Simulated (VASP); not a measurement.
# SiBr5 (F-43m) in VASP: notebook, part 2 of 2

VASP 6.6.1.

## (3) Single point, PBE

This run uses another cell than the first one, of 27.30 Å³/atom.

INCAR

```
ALGO = Fast ; EDIFF = 1E-6
ENCUT = 520 ; GGA = PE
ISIF = 2 ; ISMEAR = 0
LASPH = True ; LCHARG = False
LREAL = False ; LWAVE = False
NBANDS = 28 ; NELM = 100
PREC = Accurate ; SIGMA = 0.1
```

KPOINTS

```
k-points
0
Gamma
  8 8 8
```

POSCAR

```
SiBr5
1.0
    0.0000000000      4.3427200588      4.3427200588
    4.3427200588      0.0000000000      4.3427200588
    4.3427200588      4.3427200588      0.0000000000
Si Br
1 5
Direct
    0.0000000000      0.0000000000      0.0000000000
    0.7500000000      0.7500000000      0.7500000000
    0.3750080173      0.3750080173      0.8749759482
    0.3750080173      0.8749759482      0.3750080173
    0.8749759482      0.3750080173      0.3750080173
    0.3750080173      0.3750080173      0.3750080173
```

Potentials or basis: VASP PAW PBE potentials, release 64 (Si, Br).

The run is started by

```bash
$ cat potpaw_PBE.64/Si/POTCAR potpaw_PBE.64/Br/POTCAR > POTCAR
$ mpirun -np 1 vasp_std > vasp.out
```

OUTCAR:

```text
EDIFF = 1E-6
   ENCUT = 520
   GGA = PE
   ISIF = 2
   ISMEAR = 0
   LASPH = True
   LREAL = False
   NELM = 100
   PREC = Accurate

 ion  position               nearest neighbor table
   1  0.000  0.000  0.000-
   2  0.750  0.750  0.750-
   3  0.375  0.375  0.875-
   4  0.375  0.875  0.375-
   5  0.875  0.375  0.375-
   6  0.375  0.375  0.375-

  LATTYP: Found a face centered cubic cell.
 ALAT       =     8.6854401176

  Lattice vectors:

 A1 = (   0.0000000000,   4.3427200588,   4.3427200588)
 A2 = (   4.3427200588,   0.0000000000,   4.3427200588)
 A3 = (   4.3427200588,   4.3427200588,   0.0000000000)

Analysis of symmetry for initial positions (statically):
=====================================================================
 Subroutine PRICEL returns:
 Original cell was already a primitive cell.

 Routine SETGRP: Setting up the symmetry group for a
 face centered cubic supercell.

 Subroutine GETGRP returns: Found 24 space group operations
 (whereof 24 operations were pure point group operations)
 out of a pool of 48 trial point group operations.

The static configuration has the point symmetry T_d .

Analysis of symmetry for dynamics (positions and initial velocities):
=====================================================================
 Subroutine PRICEL returns:
 Original cell was already a primitive cell.

 Routine SETGRP: Setting up the symmetry group for a
 face centered cubic supercell.

 Subroutine GETGRP returns: Found 24 space group operations
 (whereof 24 operations were pure point group operations)
 out of a pool of 48 trial point group operations.

The dynamic configuration has the point symmetry T_d .

 Subroutine INISYM returns: Found 24 space group operations
 (whereof 24 operations are pure point group operations),
 and found     1 'primitive' translations

----------------------------------------------------------------------------------------

                                     Primitive cell

  volume of cell :     163.8006

  direct lattice vectors                    reciprocal lattice vectors
     0.000000000  4.342720059  4.342720059    -0.115135213  0.115135213  0.115135213
     4.342720059  0.000000000  4.342720059     0.115135213 -0.115135213  0.115135213
     4.342720059  4.342720059  0.000000000     0.115135213  0.115135213 -0.115135213

  length of vectors
     6.141533605  6.141533605  6.141533605     0.199420039  0.199420039  0.199420039

  position of ions in fractional coordinates (direct lattice)
     0.000000000  0.000000000  0.000000000
     0.750000000  0.750000000  0.750000000
     0.375008017  0.375008017  0.874975948
     0.375008017  0.874975948  0.375008017
     0.874975948  0.375008017  0.375008017
     0.375008017  0.375008017  0.375008017

  ion indices of the primitive-cell ions
   primitive index   ion index
                 1           1
                 2           2
                 3           3
                 4           4
                 5           5
                 6           6

----------------------------------------------------------------------------------------

 KPOINTS: k-points

Automatic generation of k-mesh.
 Grid dimensions read from file:
 generate k-points for:    8    8    8

 Generating k-lattice:

  Cartesian coordinates                     Fractional coordinates (reciprocal lattice)
    -0.014391902  0.014391902  0.014391902     0.125000000  0.000000000  0.000000000
     0.014391902 -0.014391902  0.014391902     0.000000000  0.125000000  0.000000000
     0.014391902  0.014391902 -0.014391902     0.000000000  0.000000000  0.125000000

  Length of vectors
     0.024927505  0.024927505  0.024927505

  Shift w.r.t. Gamma in fractional coordinates (k-lattice)
     0.000000000  0.000000000  0.000000000

 Subroutine IBZKPT returns following result:
 ===========================================

 Found     29 irreducible k-points:

 Following reciprocal coordinates:
            Coordinates               Weight
  0.000000  0.000000  0.000000      1.000000
  0.125000  0.000000  0.000000      8.000000
  0.250000  0.000000  0.000000      8.000000
  0.375000  0.000000  0.000000      8.000000
  0.500000  0.000000  0.000000      4.000000
  0.125000  0.125000  0.000000      6.000000
[... 16 lines left out ...]
  0.500000  0.250000  0.125000     48.000000
 -0.375000  0.250000  0.125000     24.000000
 [... further k-points ...]
   k-points           NKPTS =     29   k-points in BZ     NKDIM =     29   number of bands    NBANDS=     28
   number of dos      NEDOS =    301   number of ions     NIONS =      6
   total plane-waves  NPLWV = 110592
   dimension x,y,z NGX =    48 NGY =   48 NGZ =   48
   dimension x,y,z NGXF=    96 NGYF=   96 NGZF=   96
   ions per type =               1   5
   NGX,Y,Z   is equivalent  to a cutoff of  12.99, 12.99, 12.99 a.u.
   NGXF,Y,Z  is equivalent  to a cutoff of  25.99, 25.99, 25.99 a.u.
 SYSTEM =  unknown system
   PREC   = accura    normal or accurate (medium, high low for compatibility)
   ISTART =      0    job   : 0-new  1-cont  2-samecut
   ICHARG =      2    charge: 1-file 2-atom 10-const
   ISPIN  =      1    spin polarized calculation?
   LNONCOLLINEAR =      F non collinear calculations
   LSORBIT =      F    spin-orbit coupling
   LASPH  =      T    aspherical Exc in radial PAW
   ENCUT  =  520.0 eV  38.22 Ry    6.18 a.u.  11.42 11.42 11.42*2*pi/ulx,y,z
   NELM   =    100;   NELMIN=  2; NELMDL= -5     # of ELM steps
   EDIFF  = 0.1E-05   stopping-criterion for ELM
   LREAL  =      F    real-space projection
[... 7 lines left out ...]
   TEBEG  =    0.0;   TEEND  =   0.0 temperature during run
   PSTRESS=    0.0 pullay stress
   NELECT =      39.0000    total number of electrons
   NUPDOWN=      -1.0000    fix difference up-down
   EMIN   =  10.00;   EMAX   =-10.00  energy-range for DOS
   EFERMI =   0.00;   METHOD = LEGACY
   ISMEAR =     0;   SIGMA  =   0.10  broadening in eV -4-tet -1-fermi 0-gaus
   EFERMI_NEDOS =   21; number of points for ismear=-14 and -15
   IALGO  =     68    algorithm
   IMIX   =      4    mixing-type and parameters
     AMIX     =   0.40;   BMIX     =  1.00
     AMIX_MAG =   1.60;   BMIX_MAG =  1.00
  volume/ion in A,a.u.               =      27.30       184.23
  Fermi-wavevector in a.u.,A,eV,Ry     =   1.014669  1.917447 14.007931  1.029554
  Thomas-Fermi vector in A             =   2.147910
   LORBIT       =      0    0 simple, 1 ext, 2 COOP (PROOUT), +10 PAW based schemes
   GGA     = PE    functional components
   LHFCALC =     F    Hartree Fock is set to
   AEXX    =    0.0000 exact exchange contribution
   IVDW    =     0    specifies the selected vdW correction
   LEPSILON=     F    determine dielectric tensor
   LRPA    =     F    only Hartree local field effects (RPA)
 non-spin polarized calculation
 RMM-DIIS sequential band-by-band and
 Gauss-broadening in eV      SIGMA  =   0.10
  energy-cutoff  :      520.00
  volume of cell :      163.80
 maximum number of plane-waves:      4477
 NGX is ok and might be reduce to    48
   NGX = 23   NGY = 23   NGZ = 23

 number of electron      38.9999999 magnetization

 Free energy of the ion-electron system (eV)
  ---------------------------------------------------
  ext. energy  EPLUGINS =         0.00000000
  ---------------------------------------------------
  free energy    TOTEN  =        -9.19214678 eV

  energy without entropy =       -9.16495226  energy(sigma->0) =       -9.17854952

 E-fermi :   2.1368     XC(G=0):  -9.0328

 val. band max:        2.1281453364   @ k =  -0.1250   0.1250   0.0000
 cond. band min:       2.1750661786   @ k =  -0.2500   0.1250   0.0000
 fundamental gap:      0.0469208423
 Fermi energy:         2.1367813976

 k-point     1 :       0.0000    0.0000    0.0000
  band No.  band energies     occupation
      1     -13.6900      2.00000
      2     -11.8470      2.00000
      3     -11.8470      2.00000
      4     -11.8470      2.00000
      5     -10.9508      2.00000
      6      -4.8601      2.00000
[... 20 lines left out ...]
     27       9.6579      0.00000
     28       9.6579      0.00000
[... 683 lines left out ...]
 k-point    24 :      -0.3750    0.2500    0.1250
  band No.  band energies     occupation
      1     -13.1666      2.00000
      2     -12.5738      2.00000
      3     -11.8997      2.00000
      4     -11.8711      2.00000
      5     -10.9873      2.00000
      6      -5.1205      2.00000
[... 20 lines left out ...]
     27      10.0128      0.00000
     28      10.1339      0.00000

 [... further k-points ...]
[... 5 lines left out ...]
  --------------------------------------------------------------------------------------
  -------------------------------------------------------------------------------------
  Total       -0.0021664     -0.0021664     -0.0021664      0.0000000      0.0000000      0.0000000
  in kB       -0.0211897     -0.0211897     -0.0211897      0.0000000      0.0000000      0.0000000
  external PRESSURE =      -0.0211897 kB  Pullay stress =       0.0000000 kB

 VOLUME and BASIS-vectors are now :
 -----------------------------------------------------------------------------
  energy-cutoff  :      520.00
  volume of cell :      163.80
      direct lattice vectors                 reciprocal lattice vectors
     0.000000000  4.342720059  4.342720059    -0.115135213  0.115135213  0.115135213
     4.342720059  0.000000000  4.342720059     0.115135213 -0.115135213  0.115135213
     4.342720059  4.342720059  0.000000000     0.115135213  0.115135213 -0.115135213

 POSITION                                       TOTAL-FORCE (eV/Angst)
 -----------------------------------------------------------------------------------
      0.00000      0.00000      0.00000        -0.000000     -0.000000     -0.000000
      6.51408      6.51408      6.51408        -0.000000     -0.000000     -0.000000
      5.42833      5.42833      3.25711         0.001192      0.001192     -0.001192
      5.42833      3.25711      5.42833         0.001192     -0.001192      0.001192
      3.25711      5.42833      5.42833        -0.001192      0.001192      0.001192
      3.25711      3.25711      3.25711        -0.001192     -0.001192     -0.001192
 -----------------------------------------------------------------------------------
    total drift:                               -0.000001     -0.000001     -0.000001

  FREE ENERGIE OF THE ION-ELECTRON SYSTEM (eV)
  ---------------------------------------------------
  free  energy   TOTEN  =        -9.1921467812 eV

  energy  without entropy=       -9.1649522587  energy(sigma->0) =       -9.17854952
```

OSZICAR:

```text
N       E                     dE             d eps       ncg     rms          rms(c)
DAV:   1     0.233504030645E+03    0.23350E+03   -0.15987E+04  1624   0.115E+03
DAV:   2     0.880819059880E+01   -0.22470E+03   -0.21657E+03  2228   0.195E+02
DAV:   3    -0.107476260591E+02   -0.19556E+02   -0.19405E+02  1856   0.647E+01
DAV:   4    -0.109864343200E+02   -0.23881E+00   -0.23841E+00  1860   0.848E+00
DAV:   5    -0.109894267060E+02   -0.29924E-02   -0.29913E-02  1804   0.950E-01    0.105E+01
RMM:   6    -0.929958552123E+01    0.16898E+01   -0.11725E+00  1742   0.329E+00    0.612E+00
RMM:   7    -0.924624808487E+01    0.53337E-01   -0.49641E-01  1844   0.213E+00    0.284E+00
RMM:   8    -0.943830631937E+01   -0.19206E+00   -0.43189E-01  1838   0.214E+00    0.237E+00
RMM:   9    -0.919294044627E+01    0.24537E+00   -0.18724E-01  1869   0.147E+00    0.333E-01
RMM:  10    -0.920182828023E+01   -0.88878E-02   -0.38133E-02  1864   0.620E-01    0.474E-01
RMM:  11    -0.919299662654E+01    0.88317E-02   -0.10041E-02  1829   0.350E-01    0.134E-01
RMM:  12    -0.919241881186E+01    0.57781E-03   -0.53060E-04  1848   0.125E-01    0.686E-02
RMM:  13    -0.919214278576E+01    0.27603E-03   -0.18917E-04  1861   0.540E-02    0.170E-02
RMM:  14    -0.919215043503E+01   -0.76493E-05   -0.39978E-05  1939   0.265E-02    0.119E-02
RMM:  15    -0.919214777921E+01    0.26558E-05   -0.11321E-05  1682   0.130E-02    0.513E-03
RMM:  16    -0.919214678117E+01    0.99804E-06   -0.33665E-06  1429   0.661E-03
   1 F= -.91921468E+01 E0= -.91785495E+01  d E =-.271945E-01
```

stdout:

```text
POSCAR found type information on POSCAR SiBr
 POSCAR found :  2 types and       6 ions
 scaLAPACK will be used
 LDA part: xc-table for (Slater+PW92), standard interpolation
 POSCAR, INCAR and KPOINTS ok, starting setup
 FFT: planning ... GRIDC
 FFT: planning ... GRID_SOFT
 FFT: planning ... GRID
 WAVECAR not read
 entering main loop
```

Wall time 3.7 min (1 thread of Oxide Virtual Turin-like, shared host); peak memory 0.33 GiB.

Results:

- Free energy: -9.1921 eV
- Pressure: 0.0 GPa
- Band gap on the k mesh: zero (an odd number of electrons rules out a gap without spin polarisation)

Levels at points of the mesh, in eV from the Fermi level:
| k point | band 16 | band 17 | band 18 | band 19 | band 20 | band 21 | band 22 | band 23 |
| --- | --- | --- | --- | --- | --- | --- | --- | --- |
| (0.00, 0.00, 0.00) | -0.13 | -0.13 | -0.13 | 0.15 | 0.15 | 0.15 | 1.55 | 1.55 |
| (0.50, 0.00, 0.00) | -1.31 | -0.58 | -0.58 | -0.11 | 0.45 | 0.45 | 0.67 | 1.22 |
| (0.50, 0.50, 0.00) | -1.89 | -0.79 | -0.55 | -0.55 | 0.31 | 0.31 | 0.62 | 0.96 |

Caveat: an odd number of electrons without spin polarisation forces a metal; a magnetic or distorted state may lie lower.

The gap in the log of VASP goes by the Fermi energy; the results here count the filled bands.